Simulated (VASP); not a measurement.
BN:

```
B N
1.0
     2.55394    0.00000    0.00000
    -1.27697    2.21178    0.00000
     0.00000    0.00000    4.22685
B N
2 2
Direct
  0.66667 0.33333 0.99972
  0.33333 0.66667 0.49972
  0.66667 0.33333 0.62528
  0.33333 0.66667 0.12528
```

* Program: VASP 6.6.1
* Task: relaxation of cell and atoms
* Functional: LDA
* Potentials or basis: VASP PAW LDA potentials, release 64 (B, N)
* Cutoff: 600 eV
* k mesh: 9 × 9 × 6
* Occupations: gaussian, width 0.1 eV
* Spin: no spin polarisation

At the start: pressure -13.1 GPa; volume 5.97 Å³/atom.

How do energy, volume and symmetry change on relaxing?

Over 3 steps the energy falls by 8.6 meV/atom and the volume is 5.77 Å³/atom (-3.4 %); space group P6_3mc (No. 186, to 0.05 Å).

Step by step:
```csv
step,energy change (eV),largest force (eV/Å),pressure (GPa),volume (Å³)
1,0.0000,0.0211,-13.15,23.88
2,0.0060,0.0866,15.90,22.22
3,-0.0344,0.0281,-0.12,23.07
```

Final structure:
```
B N
1.0
     2.52500    0.00000    0.00000
    -1.26250    2.18672    0.00000
     0.00000    0.00000    4.17739
B N
2 2
Direct
  0.66667 0.33333 0.99984
  0.33333 0.66667 0.49984
  0.66667 0.33333 0.62516
  0.33333 0.66667 0.12516
```

Caveat: the relaxation stopped at a loose force limit of 0.05 eV/Å, so its end isn't a converged minimum.
